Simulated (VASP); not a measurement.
# SnO2 (I4_1/amd) in VASP: further runs, part 2 of 2

VASP 6.6.1. Earlier steps stand in the parts before.

## Step 3: Single point, PBE (15.03 Å³/atom)

This run uses another cell than the first one, of 15.03 Å³/atom.

Contents of INCAR:

```
ALGO = Normal
EDIFF = 1E-7
ENCUT = 520
GGA = PE
ISIF = 2
ISMEAR = 0
LASPH = True
LCHARG = True
LELF = True
LREAL = False
LVHAR = True
LWAVE = False
NBANDS = 35
NELM = 60
PREC = Accurate
SIGMA = 0.02
```

Contents of KPOINTS:

```
k-points
0
Gamma
  10 10 10
```

Contents of POSCAR:

```
SnO2
1.0
   -2.0645473604      2.0645473604      5.2898017767
    2.0645473604     -2.0645473604      5.2898017767
    2.0645473604      2.0645473604     -5.2898017767
Sn O
2 4
Direct
    0.7500000000      0.2500000000      0.5000000000
    0.0000000000      0.0000000000      0.0000000000
    0.8000571187      0.8000571187      0.0000000000
    0.9499428813      0.4499428813      0.5000000000
    0.1999428813      0.1999428813      0.0000000000
    0.5500571187      0.0500571187      0.5000000000
```

Potentials or basis: VASP PAW PBE potentials, release 64 (Sn_d, O).

Launch:

```console
$ cat potpaw_PBE.64/Sn_d/POTCAR potpaw_PBE.64/O/POTCAR > POTCAR
$ mpirun -np 1 vasp_std > vasp.out
```

OUTCAR:

```text
EDIFF = 1E-7
   ENCUT = 520
   GGA = PE
   ISIF = 2
   ISMEAR = 0
   LASPH = True
   LREAL = False
   NELM = 60
   PREC = Accurate

 ion  position               nearest neighbor table
   1  0.750  0.250  0.500-   4 2.12   6 2.12   5 2.13   3 2.13   3 2.13   5 2.13   2 3.36   2 3.36
                             2 3.36   2 3.36
   2  0.000  0.000  0.000-   3 2.12   5 2.12   4 2.13   6 2.13   6 2.13   4 2.13   1 3.36   1 3.36
                             1 3.36   1 3.36
   3  0.800  0.800  0.000-   2 2.12   1 2.13   1 2.13
   4  0.950  0.450  0.500-   1 2.12   2 2.13   2 2.13
   5  0.200  0.200  0.000-   2 2.12   1 2.13   1 2.13
   6  0.550  0.050  0.500-   1 2.12   2 2.13   2 2.13

  LATTYP: Found a body centered tetragonal cell.
 ALAT       =     4.1290947208
 C/A-ratio  =     2.5622089753

  Lattice vectors:

 A1 = (  -2.0645473604,   2.0645473604,   5.2898017767)
 A2 = (   2.0645473604,  -2.0645473604,   5.2898017767)
 A3 = (   2.0645473604,   2.0645473604,  -5.2898017767)

[... 184 lines left out ...]

 E-fermi :   3.2892     XC(G=0):  -9.8065

 val. band max:        3.1081257526   @ k =  -0.4000   0.4000   0.0000
 cond. band min:       3.9506846974   @ k =   0.0000   0.0000   0.0000
 fundamental gap:      0.8425589448
 Fermi energy:         3.2891916880

 k-point     1 :       0.0000    0.0000    0.0000
  band No.  band energies     occupation
      1     -17.2382      2.00000
      2     -17.1963      2.00000
      3     -17.1092      2.00000
      4     -16.7521      2.00000
      5     -16.6737      2.00000
      6     -16.6737      2.00000
[... 901 lines left out ...]
     34      13.9173      0.00000
     35      15.1930      0.00000

 [... further k-points ...]

------------------------ aborting loop because EDIFF is reached ----------------------------------------

  FORCE on cell =-STRESS in cart. coord.  units (eV):
  Direction    XX          YY          ZZ          XY          YZ          ZX
  --------------------------------------------------------------------------------------
  -------------------------------------------------------------------------------------
  Total       -3.7552521     -3.7552521     -3.6317075      0.0000000      0.0000000      0.0000000
  in kB      -66.7114824    -66.7114824    -64.5167305      0.0000000      0.0000000      0.0000000
  external PRESSURE =     -65.9798985 kB  Pullay stress =       0.0000000 kB

 VOLUME and BASIS-vectors are now :
 -----------------------------------------------------------------------------
  energy-cutoff  :      520.00
  volume of cell :       90.19
      direct lattice vectors                 reciprocal lattice vectors
    -2.064547360  2.064547360  5.289801777     0.000000000  0.242183836  0.094521500
     2.064547360 -2.064547360  5.289801777     0.242183836  0.000000000  0.094521500
     2.064547360  2.064547360 -5.289801777     0.242183836  0.242183836  0.000000000

 POSITION                                       TOTAL-FORCE (eV/Angst)
 -----------------------------------------------------------------------------------
      0.00000      2.06455      2.64490         0.000000      0.000000      0.000000
      0.00000      0.00000      0.00000         0.000000      0.000000      0.000000
      0.00000      0.00000      8.46429         0.000000     -0.000000     -0.024152
      0.00000      2.06455      4.76022        -0.000000      0.000000      0.024152
      0.00000      0.00000      2.11532         0.000000     -0.000000      0.024152
      0.00000      2.06455      0.52958        -0.000000      0.000000     -0.024152
 -----------------------------------------------------------------------------------
    total drift:                               -0.000000     -0.000000      0.000000

  FREE ENERGIE OF THE ION-ELECTRON SYSTEM (eV)
  ---------------------------------------------------
  free  energy   TOTEN  =       -36.8703010773 eV

  energy  without entropy=      -36.8703010773  energy(sigma->0) =      -36.87030108
```

OSZICAR:

```text
N       E                     dE             d eps       ncg     rms          rms(c)
DAV:   1     0.644649049369E+03    0.64465E+03   -0.25420E+04  7746   0.216E+03
DAV:   2     0.616989007604E+02   -0.58295E+03   -0.54953E+03  7879   0.597E+02
DAV:   3    -0.375631637621E+02   -0.99262E+02   -0.97329E+02  7767   0.208E+02
DAV:   4    -0.429957852865E+02   -0.54326E+01   -0.53897E+01  8906   0.536E+01
DAV:   5    -0.431447636316E+02   -0.14898E+00   -0.14871E+00  8641   0.930E+00    0.155E+01
DAV:   6    -0.367997332769E+02    0.63450E+01   -0.19131E+01 11338   0.681E+01    0.587E+00
DAV:   7    -0.369008371305E+02   -0.10110E+00   -0.22592E+00  7726   0.838E+00    0.320E+00
DAV:   8    -0.368804167421E+02    0.20420E-01   -0.26565E-01 10353   0.414E+00    0.801E-01
DAV:   9    -0.368687487640E+02    0.11668E-01   -0.53580E-02 11622   0.304E+00    0.149E-01
DAV:  10    -0.368703080107E+02   -0.15592E-02   -0.59922E-03  9889   0.870E-01    0.810E-02
DAV:  11    -0.368702897049E+02    0.18306E-04   -0.72641E-04 11359   0.298E-01    0.262E-02
DAV:  12    -0.368703039457E+02   -0.14241E-04   -0.72415E-05  7887   0.520E-02    0.207E-02
DAV:  13    -0.368703004534E+02    0.34923E-05   -0.18078E-05 11425   0.362E-02    0.273E-03
DAV:  14    -0.368703009268E+02   -0.47336E-06   -0.13414E-06  9440   0.848E-03    0.227E-03
DAV:  15    -0.368703010385E+02   -0.11178E-06   -0.34823E-08  6020   0.151E-03    0.122E-03
DAV:  16    -0.368703010773E+02   -0.38774E-07   -0.24632E-08  4238   0.226E-03
   1 F= -.36870301E+02 E0= -.36870301E+02  d E =-.147967E-39
```

Run time: 4.2 min. Hardware: 1 thread of Intel Xeon 6975P-C (Granite Rapids), shared host; peak memory 0.48 GiB.

Results:

| Quantity | Value |
| --- | --- |
| Free energy | -36.8703 eV |
| Pressure | -6.6 GPa |
| Largest force | 0.024 eV/Å |
| Band gap on the k mesh | 0.84 eV (least direct gap 1.10 eV) |

Forces on the atoms (eV/Å):
```
Sn   0.000  0.000  0.000
Sn   0.000  0.000  0.000
O    0.000  0.000 -0.024
O    0.000  0.000  0.024
O    0.000  0.000  0.024
O    0.000  0.000 -0.024
```

Caveat: the cell stands under tension; spin-orbit coupling is left out, which moves the levels of the heavy elements.

## Step 4: Single point, PBE (15.60 Å³/atom)

This run uses another cell than the first one, of 15.60 Å³/atom.

Contents of INCAR:

```
SYSTEM = SnO2
PREC = Accurate
ENCUT = 520
EDIFF = 1E-6
ISMEAR = 0
SIGMA = 0.02
LREAL = .FALSE.
LASPH = .TRUE.
NELM = 100
ALGO = Normal
ISIF = 2
LWAVE = .FALSE.
LCHARG = .FALSE.
GGA = PE
NBANDS = 35
```

Contents of KPOINTS:

```
regular mesh
0
G
  10 10 10
  0 0 0
```

Contents of POSCAR:

```
SnO2
1.0
   -2.0930936051      2.0930936051      5.3407053256
    2.0930936051     -2.0930936051      5.3407053256
    2.0930936051      2.0930936051     -5.3407053256
Sn O
2 4
Direct
    0.7500000000      0.2500000000      0.5000000000
    0.0000000000      0.0000000000      0.0000000000
    0.8013533898      0.8013533898      0.0000000000
    0.9486466102      0.4486466102      0.5000000000
    0.1986466102      0.1986466102      0.0000000000
    0.5513533898      0.0513533898      0.5000000000
```

Launch:

```console
$ cat potpaw_PBE.64/Sn_d/POTCAR potpaw_PBE.64/O/POTCAR > POTCAR
$ mpirun -np 1 vasp_std > vasp.out
```

Wall time 3.4 min (1 thread of Intel Xeon 6975P-C (Granite Rapids), shared host); peak memory 0.49 GiB.

It converged, with:

```yaml
Free_energy: -36.6937 eV
Pressure: -10.1 GPa
Largest_force: 0.025 eV/Å
Band_gap_on_the_k_mesh: 0.59 eV (least direct gap 0.81 eV)
```

Forces on the atoms (eV/Å):
```
Sn   0.000  0.000  0.000
Sn   0.000  0.000  0.000
O    0.000  0.000 -0.025
O    0.000  0.000  0.025
O    0.000  0.000  0.025
O    0.000  0.000 -0.025
```

Stress tensor (GPa, compression positive):
```
-10.15   0.00   0.00
  0.00 -10.15   0.00
  0.00   0.00  -9.93
```

Levels at points of the mesh, in eV from the valence-band top:
```tsv
k point	band 23	band 24	band 25	band 26	band 27	band 28	band 29	band 30
(0.00, 0.00, 0.00)	-0.54	-0.54	-0.22	-0.22	0.59	4.67	8.95	9.12
(0.50, 0.00, 0.00)	-0.61	-0.60	-0.39	-0.38	3.67	5.11	7.23	7.65
(0.50, 0.50, 0.00)	-0.74	-0.74	-0.07	-0.07	5.80	5.80	6.96	6.96
(0.50, 0.50, 0.50)	-0.90	-0.90	-0.15	-0.15	3.31	3.31	7.35	7.35
```

Caveat: the cell stands under tension; spin-orbit coupling is left out, which moves the levels of the heavy elements.

## Step 5: Relaxation of shape and atoms at fixed volume, PBE (15.03 Å³/atom)

This run uses another cell than the first one, of 15.03 Å³/atom.

Contents of INCAR:

```
PREC     = Accurate       # precision mode
ENCUT    = 600            # plane-wave cutoff, eV
EDIFF    = 1E-6           # SCF threshold, eV
ISMEAR   = 0              # smearing method
SIGMA    = 0.02           # smearing width, eV
LREAL    = False          # projectors in reciprocal space
LASPH    = True           # aspherical terms in the spheres
NELM     = 60             # most SCF steps
ALGO     = Normal         # electronic algorithm
ISIF     = 4              # what is computed and relaxed
LWAVE    = False          # write WAVECAR
LCHARG   = False          # write CHGCAR
GGA      = PE             # functional
IBRION   = 2              # ionic algorithm
NSW      = 50             # ionic steps
EDIFFG   = -0.01          # ionic threshold
```

Contents of KPOINTS:

```
regular mesh
0
Gamma
  10 10 10
```

Contents of POSCAR:

```
SnO2
1.0
   -2.0643863124      2.0643863124      5.2906271505
    2.0643863124     -2.0643863124      5.2906271505
    2.0643863124      2.0643863124     -5.2906271505
Sn O
2 4
Direct
    0.7500000000      0.2500000000      0.5000000000
    0.0000000000      0.0000000000      0.0000000000
    0.7989217979      0.7989217979      0.0000000000
    0.9510782021      0.4510782021      0.5000000000
    0.2010782021      0.2010782021      0.0000000000
    0.5489217979      0.0489217979      0.5000000000
```

Launch:

```console
$ cat potpaw_PBE.64/Sn_d/POTCAR potpaw_PBE.64/O/POTCAR > POTCAR
$ mpirun -np 1 vasp_std > vasp.out
```

It took 31 min on 1 thread of Oxide Virtual Turin-like, shared host; peak memory 0.49 GiB.

Results (log left out):

```
Free energy                  : -36.8787 eV
Energy gained by relaxing    : 0.5 meV/atom
Ionic steps                  : 5
Pressure after relaxing      : -6.8 GPa
Largest force after relaxing : 0.003 eV/Å
Band gap on the k mesh       : 0.83 eV (least direct gap 1.10 eV)
```

Forces in eV/Å, atoms in the order of the input:
```
Sn   0.000  0.000  0.000
Sn   0.000  0.000  0.000
O    0.000  0.000  0.003
O    0.000  0.000 -0.003
O    0.000  0.000 -0.003
O    0.000  0.000  0.003
```

The path:
| step | energy change (eV) | largest force (eV/Å) | pressure (GPa) | volume (Å³) |
| --- | --- | --- | --- | --- |
| 1 | 0.0000 | 0.1341 | -7.20 | 90.19 |
| 2 | -0.0025 | 0.0183 | -6.86 | 90.19 |
| 3 | -0.0025 | 0.0171 | -6.85 | 90.19 |
| 4 | -0.0026 | 0.0135 | -6.84 | 90.19 |
| 5 | -0.0028 | 0.0031 | -6.82 | 90.19 |

Final structure:
```xyz
6
Lattice="-2.0644 2.0644 5.2908 2.0644 -2.0644 5.2908 2.0644 2.0644 -5.2908" Properties=species:S:1:pos:R:3 pbc="T T T"
Sn    0.0000    2.0644    2.6454
Sn    0.0000    0.0000    0.0000
O     0.0000    0.0000    8.4641
O     0.0000    2.0644    4.7629
O     0.0000    0.0000    2.1175
O     0.0000    2.0644    0.5279
```

Levels at points of the mesh, in eV from the valence-band top:
```
           k point  band 24  band 25  band 26  band 27  band 28  band 29
(0.00, 0.00, 0.00)    -0.58    -0.26    -0.26     0.83     4.87     9.06
(0.50, 0.00, 0.00)    -0.65    -0.44    -0.38     4.00     5.39     7.42
(0.50, 0.50, 0.00)    -0.77    -0.07    -0.07     6.21     6.21     7.16
(0.50, 0.50, 0.50)    -0.93    -0.18    -0.18     3.53     3.53     7.44
```

Caveat: spin-orbit coupling is left out, which moves the levels of the heavy elements. A k mesh can miss the band edges.

## Step 6: Summary

| task | cell | cutoff (eV) | smearing | gap on the mesh (eV) | pressure (GPa) | largest force (eV/Å) |
| --- | --- | --- | --- | --- | --- | --- |
| single point | a = 5.921 Å, angles 140.0, 140.0, 57.9°, 6 atoms, atomic positions A | 520 | gaussian 0.05 eV | 1.31 | 0.6 | 0.03 |
| single point | a = 6.042 Å, angles 140.0, 140.0, 57.8°, 6 atoms, atomic positions B | 520 | gaussian 0.02 eV | 0.84 | -6.6 | 0.02 |
| single point | a = 6.106 Å, angles 139.9, 139.9, 58.0°, 6 atoms, atomic positions C | 520 | gaussian 0.02 eV | 0.59 | -10.1 | 0.02 |
| relaxation of shape and atoms at fixed volume | relaxed from a = 6.043 Å, angles 140.0, 140.0, 57.8°, 6 atoms, atomic positions D | 600 | gaussian 0.02 eV | 0.83 | -6.8 | - |

Alike in all rows: level PBE; potentials or basis VASP PAW PBE potentials, release 64 (Sn_d, O); no spin polarisation; k mesh 10 × 10 × 10.

Caveats: spin-orbit coupling is left out, which moves the levels of the heavy elements; the cell stands under tension (at least some runs).

Total energies depend on the potentials used, so only differences within one code and one set of settings carry meaning.
